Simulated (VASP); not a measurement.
# Al13Pt6 (a cell with a defect) in VASP: single point with PBE

Aim: the single point of Al13Pt6 (a cell with a defect) with PBE.

Everything below comes from runs of VASP 6.6.1. Logs are shortened: lines on timing, memory, paths and dates and some standing lists are left out, and cuts for length are marked.

### 1 The cell of the first run

The cell holds a defect, 38 atoms: a = 9.402 Å, b = 9.402 Å, c = 9.402 Å, α = 107.46°, β = 107.46°, γ = 107.46°.

### 2 Single point, PBE (atoms taken out, then relaxed in part)

INCAR

```
ALGO = Fast
EDIFF = 1E-6
ENCUT = 520
GGA = PE
ISIF = 2
ISMEAR = 0
LASPH = True
LCHARG = False
LREAL = Auto
LWAVE = False
NBANDS = 124
NELM = 60
PREC = Accurate
SIGMA = 0.1
```

KPOINTS

```
k-points
0
Gamma
  3 3 3
```

POSCAR

```
Al13Pt6
1.0
    0.0000000000     -8.9196123556     -2.9732041185
    2.9732041185      0.0000000000      8.9196123556
   -8.9196123556      2.9732041185      0.0000000000
Al Pt
26 12
Direct
    0.4817269720      0.3269231157      0.9971861005
    0.7242976955      0.4229182795      0.6634037322
    0.1475430798      0.2921380236      0.1776667435
    0.7814952845      0.0917631131      0.8589746732
    0.5991889533      0.6494242726      0.3802189842
    0.1715073383      0.5515891490      0.0234654193
    0.5607463648      0.0006951616      0.1677949916
    0.0199323951      0.1713316653      0.5518780138
    0.3951507383      0.6319623953      0.7081513446
    0.9547868458      0.5102267466      0.3225566270
    0.3387782646      0.9565025483      0.4810563448
    0.8474364654      0.7723370751      0.0843447165
    0.1109711369      0.8753786340      0.7917547174
    0.0646585617      0.5236215023      0.6794868652
    0.2854074814      0.6146894538      0.3706665469
    0.8262214511      0.4440529500      0.9865835247
    0.3644268742      0.2884614997      0.5412754380
    0.2469648928      0.9659603428      0.1582425543
    0.7351827093      0.7400059814      0.7467068211
    0.1218561506      0.1924663359      0.8750578063
    0.6986107663      0.3232465917      0.3607947949
    0.9987173807      0.8430475403      0.4541168220
    0.5073755815      0.6588820671      0.0574051937
    0.8913670004      0.1051578687      0.2159049114
    0.4510031079      0.9834222201      0.8303101939
    0.6746465078      0.0637954664      0.5149961191
    0.5870596532      0.5118332978      0.8408125521
    0.1373279913      0.3847455854      0.4507117239
    0.7088258548      0.2306390300      0.0877498146
    0.5376798461      0.8447704780      0.6077489861
    0.0889777998      0.7205771362      0.2264687832
    0.4230769231      0.3076923077      0.2692307692
    0.9230769231      0.3076923077      0.7692307692
    0.3084740000      0.7706141373      0.9307125524
    0.8592084880      0.6275954696      0.5500512545
    0.2590941930      0.1035513176      0.6976489864
    0.7571760464      0.8948074792      0.3119927552
    0.9869453582     -0.0122108542      0.9884102839
```

Potentials or basis: VASP PAW PBE potentials, release 64 (Al, Pt).

Run with:

```sh
$ cat potpaw_PBE.64/Al/POTCAR potpaw_PBE.64/Pt/POTCAR > POTCAR
$ mpirun -np 1 vasp_std > vasp.out
```

OUTCAR:

```text
EDIFF = 1E-6
   ENCUT = 520
   GGA = PE
   ISIF = 2
   ISMEAR = 0
   LASPH = True
   LREAL = Auto
   NELM = 60
   PREC = Accurate

 ion  position               nearest neighbor table
   1  0.482  0.327  0.997-  29 2.58  36 2.65  27 2.75  32 2.82  23 2.92  20 2.93  25 3.02  16 3.14

   2  0.724  0.423  0.663-  27 2.50  33 2.53  21 2.62  35 2.65  19 2.81  16 2.82  17 2.93  14 2.99
                            26 3.07
   3  0.148  0.292  0.178-  32 2.42  28 2.49  38 2.52  20 2.62  15 2.66  24 2.72   6 3.18   4 3.30

   4  0.781  0.092  0.859-  30 2.55  29 2.56  38 2.57  33 2.59  25 2.86  26 2.99  20 2.99  19 3.00
                            16 3.01  24 3.15   3 3.30
   5  0.599  0.649  0.380-  35 2.59  30 2.70  37 2.71  32 2.81  15 2.84  23 2.93  19 3.03
   6  0.172  0.552  0.023-  33 2.56  31 2.56  34 2.61  23 2.90  15 2.92  16 2.97  14 2.99  20 3.07
                             3 3.18
   7  0.561  0.001  0.168-  34 2.48  37 2.58  29 2.64  21 2.66  24 2.81  18 2.84  23 2.89  26 2.92
                            25 2.96
   8  0.020  0.171  0.552-  28 2.57  36 2.62  33 2.63  37 2.69  24 2.81  20 2.82  22 2.87  26 2.97
                            14 3.01  17 3.14
   9  0.395  0.632  0.708-  34 2.60  27 2.61  28 2.62  30 2.64  14 2.86  19 2.92  15 2.96  25 2.97
                            17 3.02  23 3.04
  10  0.955  0.510  0.323-  31 2.56  28 2.57  35 2.63  29 2.63  21 2.72  15 2.81  16 2.81  22 2.84
                            14 3.15
  11  0.339  0.957  0.481-  36 2.54  31 2.55  30 2.57  15 2.89  26 2.90  17 2.92  18 2.93  22 2.95
                            25 3.04
  12  0.847  0.772  0.084-  31 2.53  37 2.61  38 2.62  27 2.63  24 2.84  16 2.87  19 2.92  23 2.95
                            22 3.10
  13  0.111  0.875  0.792-  35 2.55  34 2.56  38 2.60  36 2.72  20 2.81  22 2.92  25 2.92  14 3.00
                            18 3.03  19 3.22
  14  0.065  0.524  0.679-  34 2.55  28 2.56  35 2.57  33 2.59   9 2.86   6 2.99   2 2.99  13 3.00
                             8 3.01  10 3.15  21 3.30
  15  0.285  0.615  0.371-  30 2.48  31 2.58  28 2.64   3 2.66  10 2.81   5 2.84  11 2.89   6 2.92
                             9 2.96
  16  0.826  0.444  0.987-  29 2.57  27 2.62  33 2.63  31 2.69  10 2.81   2 2.82  12 2.87   6 2.97
                             4 3.01   1 3.14
  17  0.364  0.288  0.541-  28 2.58  27 2.65  36 2.75  32 2.82  11 2.92   2 2.93   9 3.02   8 3.14

  18  0.247  0.966  0.158-  38 2.59  34 2.70  31 2.71  32 2.81   7 2.84  11 2.93  13 3.03
  19  0.735  0.740  0.747-  38 2.55  30 2.56  35 2.60  27 2.72   2 2.81  12 2.92   9 2.92   4 3.00
                             5 3.03  13 3.22
  20  0.122  0.192  0.875-  36 2.50  33 2.53   3 2.62  38 2.65  13 2.81   8 2.82   1 2.93   4 2.99
                             6 3.07
  21  0.699  0.323  0.361-  32 2.42  29 2.49  35 2.52   2 2.62   7 2.66  10 2.72  26 3.18  14 3.30
[... 17 lines left out ...]
  30  0.538  0.845  0.608-  15 2.48   4 2.55  19 2.56  11 2.57  25 2.60  26 2.61   9 2.64   5 2.70

  31  0.089  0.721  0.226-  12 2.53  11 2.55  10 2.56   6 2.56  15 2.58  22 2.61  16 2.69  18 2.71

  32  0.423  0.308  0.269-  21 2.42   3 2.42   5 2.81  18 2.81   1 2.82  17 2.82
  33  0.923  0.308  0.769-  20 2.53   2 2.53   6 2.56  26 2.56   4 2.59  14 2.59   8 2.63  16 2.63

  34  0.308  0.771  0.931-   7 2.48  14 2.55  13 2.56  23 2.57   9 2.60   6 2.61  25 2.64  18 2.70

  35  0.859  0.628  0.550-  21 2.52  13 2.55  14 2.57   5 2.59  19 2.60  22 2.62  10 2.63   2 2.65

  36  0.259  0.104  0.698-  20 2.50  11 2.54  25 2.61   8 2.62  22 2.63   1 2.65  13 2.72  17 2.75

  37  0.757  0.895  0.312-  22 2.53  23 2.55  24 2.56  26 2.56   7 2.58  12 2.61   8 2.69   5 2.71

  38  0.987  0.988  0.988-   3 2.52  19 2.55   4 2.57  18 2.59  13 2.60  12 2.62  24 2.63  20 2.65

  LATTYP: Found a trigonal (rhomboedric) cell.
 ALAT       =     9.4020969631
 COS(alpha) =    -0.3000000000

  Lattice vectors:

 A1 = (   0.0000000000,  -8.9196123556,  -2.9732041185)
 A2 = (   2.9732041185,   0.0000000000,   8.9196123556)
 A3 = (  -8.9196123556,   2.9732041185,   0.0000000000)

Analysis of symmetry for initial positions (statically):
=====================================================================
 Subroutine PRICEL returns:
 Original cell was already a primitive cell.

 Routine SETGRP: Setting up the symmetry group for a
 trigonal (rhombohedral) supercell.

 Subroutine GETGRP returns: Found  2 space group operations
 (whereof  1 operations were pure point group operations)
 out of a pool of 12 trial point group operations.

The static configuration has the point symmetry C_1 .
 The point group associated with its full space group is S_2 .

Analysis of symmetry for dynamics (positions and initial velocities):
=====================================================================
 Subroutine PRICEL returns:
 Original cell was already a primitive cell.

 Routine SETGRP: Setting up the symmetry group for a
 trigonal (rhombohedral) supercell.
[... 129 lines left out ...]
 ===========================================

 Found     14 irreducible k-points:

 Following reciprocal coordinates:
            Coordinates               Weight
  0.000000  0.000000  0.000000      1.000000
  0.333333 -0.000000 -0.000000      2.000000
 -0.000000  0.333333 -0.000000      2.000000
  0.000000 -0.000000  0.333333      2.000000
  0.333333  0.333333  0.000000      2.000000
 -0.333333  0.000000 -0.333333      2.000000
  0.000000  0.333333  0.333333      2.000000
 -0.333333  0.333333  0.000000      2.000000
  0.333333  0.000000 -0.333333      2.000000
  0.000000 -0.333333  0.333333      2.000000
  0.333333  0.333333  0.333333      2.000000
 -0.333333  0.333333  0.333333      2.000000
  0.333333 -0.333333  0.333333      2.000000
  0.333333  0.333333 -0.333333      2.000000
   k-points           NKPTS =     14   k-points in BZ     NKDIM =     14   number of bands    NBANDS=    124
   number of dos      NEDOS =    301   number of ions     NIONS =     38
   total plane-waves  NPLWV = 343000
   dimension x,y,z NGX =    70 NGY =   70 NGZ =   70
   dimension x,y,z NGXF=   140 NGYF=  140 NGZF=  140
   ions per type =              26  12
   NGX,Y,Z   is equivalent  to a cutoff of  12.38, 12.38, 12.38 a.u.
   NGXF,Y,Z  is equivalent  to a cutoff of  24.75, 24.75, 24.75 a.u.
 SYSTEM =  unknown system
   PREC   = accura    normal or accurate (medium, high low for compatibility)
   ISTART =      0    job   : 0-new  1-cont  2-samecut
   ICHARG =      2    charge: 1-file 2-atom 10-const
   ISPIN  =      1    spin polarized calculation?
   LNONCOLLINEAR =      F non collinear calculations
   LSORBIT =      F    spin-orbit coupling
   LASPH  =      T    aspherical Exc in radial PAW
   ENCUT  =  520.0 eV  38.22 Ry    6.18 a.u.  17.48 17.48 17.48*2*pi/ulx,y,z
   NELM   =     60;   NELMIN=  2; NELMDL= -5     # of ELM steps
   EDIFF  = 0.1E-05   stopping-criterion for ELM
   LREAL  =      T    real-space projection
   EDIFFG = 0.1E-04   stopping-criterion for IOM
   NSW    =      0    number of steps for IOM
   IBRION =     -1    ionic relax: 0-MD 1-quasi-New 2-CG
   NFREE  =      0    steps in history (QN), initial steepest desc. (CG)
   ISIF   =      2    stress and relaxation
   ISYM   =      2    0-nonsym 1-usesym 2-fastsym
   POTIM  = 0.5000    time-step for ionic-motion
   TEBEG  =    0.0;   TEEND  =   0.0 temperature during run
   PSTRESS=    0.0 pullay stress
   NELECT =     198.0000    total number of electrons
   NUPDOWN=      -1.0000    fix difference up-down
   EMIN   =  10.00;   EMAX   =-10.00  energy-range for DOS
   EFERMI =   0.00;   METHOD = LEGACY
   ISMEAR =     0;   SIGMA  =   0.10  broadening in eV -4-tet -1-fermi 0-gaus
   EFERMI_NEDOS =   21; number of points for ismear=-14 and -15
   IALGO  =     68    algorithm
   IMIX   =      4    mixing-type and parameters
     AMIX     =   0.40;   BMIX     =  1.00
     AMIX_MAG =   1.60;   BMIX_MAG =  1.00
  volume/ion in A,a.u.               =      17.98       121.36
  Fermi-wavevector in a.u.,A,eV,Ry     =   1.083297  2.047134 15.966866  1.173532
  Thomas-Fermi vector in A             =   2.219359
   LORBIT       =      0    0 simple, 1 ext, 2 COOP (PROOUT), +10 PAW based schemes
   GGA     = PE    functional components
   LHFCALC =     F    Hartree Fock is set to
   AEXX    =    0.0000 exact exchange contribution
   IVDW    =     0    specifies the selected vdW correction
   LEPSILON=     F    determine dielectric tensor
   LRPA    =     F    only Hartree local field effects (RPA)
 non-spin polarized calculation
 RMM-DIIS sequential band-by-band and
 Gauss-broadening in eV      SIGMA  =   0.10
  energy-cutoff  :      520.00
  volume of cell :      683.36
 maximum number of plane-waves:     18436
 NGX is ok and might be reduce to    70
   NGX = 35   NGY = 35   NGZ = 35

 number of electron     198.0000001 magnetization

 Free energy of the ion-electron system (eV)
  ---------------------------------------------------
  ext. energy  EPLUGINS =         0.00000000
  ---------------------------------------------------
  free energy    TOTEN  =      -197.52350611 eV

  energy without entropy =     -197.45714346  energy(sigma->0) =     -197.49032478

 E-fermi :   7.4653     XC(G=0): -10.4914

 val. band max:        7.4396489974   @ k =  -0.0000   0.3333  -0.0000
 cond. band min:       7.4699539584   @ k =   0.3333   0.3333   0.0000
 fundamental gap:      0.0303049611
 Fermi energy:         7.4652979097

 k-point     1 :       0.0000    0.0000    0.0000
  band No.  band energies     occupation
      1      -2.6689      2.00000
      2      -0.6610      2.00000
      3      -0.6306      2.00000
      4      -0.5643      2.00000
      5      -0.5190      2.00000
      6      -0.3549      2.00000
[... 1585 lines left out ...]
    110       9.2896      0.00000
    111       9.6330      0.00000
 [bands above 111 left out]

------------------------ aborting loop because EDIFF is reached ----------------------------------------

  FORCE on cell =-STRESS in cart. coord.  units (eV):
  Direction    XX          YY          ZZ          XY          YZ          ZX
  --------------------------------------------------------------------------------------
  -------------------------------------------------------------------------------------
  Total      -11.9180160     -4.8802151    -10.4427832      7.9326480      6.3266152     -6.0437069
  in kB      -27.9426134    -11.4420019    -24.4838280     18.5986423     14.8331871    -14.1698891
  external PRESSURE =     -21.2894811 kB  Pullay stress =       0.0000000 kB

 VOLUME and BASIS-vectors are now :
 -----------------------------------------------------------------------------
  energy-cutoff  :      520.00
  volume of cell :      683.36
      direct lattice vectors                 reciprocal lattice vectors
     0.000000000 -8.919612356 -2.973204118    -0.038808172 -0.116424515  0.012936057
     2.973204118  0.000000000  8.919612356    -0.012936057 -0.038808172  0.116424515
    -8.919612356  2.973204118  0.000000000    -0.116424515 -0.012936057  0.038808172

 POSITION                                       TOTAL-FORCE (eV/Angst)
 -----------------------------------------------------------------------------------
     -7.92250     -1.33198      1.48375         0.001264     -0.005365      0.000570
     -4.65988     -4.48802      1.61878        -0.001775     -0.000888      0.001176
     -0.71613     -0.78779      2.16708        -0.009006     -0.001810      0.002714
     -7.38889     -4.41673     -1.50505         0.002246      0.001713      0.009884
     -1.46054     -4.21406      4.01110         0.003594      0.001170      0.006738
      1.43068     -1.46001      4.41004         0.006630      0.003224      0.001395
[... 30 lines left out ...]
     -0.12241     -5.82610      5.73010         0.003799     -0.001421     -0.000962
     -5.87934     -5.86442      5.87631         0.011448      0.014670      0.008319
 -----------------------------------------------------------------------------------
    total drift:                                0.000008     -0.000021      0.000002

  FREE ENERGIE OF THE ION-ELECTRON SYSTEM (eV)
  ---------------------------------------------------
  free  energy   TOTEN  =      -197.5235061119 eV

  energy  without entropy=     -197.4571434579  energy(sigma->0) =     -197.49032478
```

Run time: 55 min. Hardware: 1 thread of Oxide Virtual Turin-like, shared host; peak memory 1.1 GiB.

What came out:

* Free energy: -197.5235 eV
* Pressure: -2.1 GPa
* Largest force: 0.020 eV/Å
* Band gap on the k mesh: zero (bands 99 and 100 overlap by 0.37 eV)

Forces in eV/Å, atoms in the order of the input:
```
Al   0.001 -0.005  0.001
Al  -0.002 -0.001  0.001
Al  -0.009 -0.002  0.003
Al   0.002  0.002  0.010
Al   0.004  0.001  0.007
Al   0.007  0.003  0.001
Al  -0.001 -0.003  0.003
Al   0.005 -0.007  0.001
Al   0.004  0.003 -0.003
Al   0.010  0.002 -0.004
Al   0.000  0.008 -0.002
Al  -0.005  0.000 -0.001
Al   0.002  0.002  0.003
Al  -0.002 -0.002 -0.010
Al   0.001  0.003 -0.003
Al  -0.005  0.007 -0.001
Al  -0.001  0.005 -0.001
Al  -0.004 -0.001 -0.007
Al  -0.002 -0.002 -0.003
Al   0.002  0.001 -0.001
Al   0.009  0.002 -0.003
Al   0.005  0.000  0.001
Al   0.000 -0.008  0.002
Al  -0.010 -0.002  0.004
Al  -0.004 -0.003  0.003
Al  -0.007 -0.003 -0.001
Pt   0.003  0.003  0.014
Pt   0.000  0.003  0.013
Pt   0.000 -0.003 -0.013
Pt  -0.012  0.004  0.002
Pt  -0.004  0.001  0.001
Pt   0.000  0.000  0.000
Pt   0.000  0.000  0.000
Pt   0.012 -0.004 -0.002
Pt  -0.011 -0.015 -0.008
Pt  -0.003 -0.003 -0.014
Pt   0.004 -0.001 -0.001
Pt   0.011  0.015  0.008
```

Caveat: the cell differs from its parent crystal (atoms taken out, then relaxed in part); spin-orbit coupling is left out, which moves the levels of the heavy elements.

The gap in the log of VASP goes by the Fermi energy; the results here count the filled bands.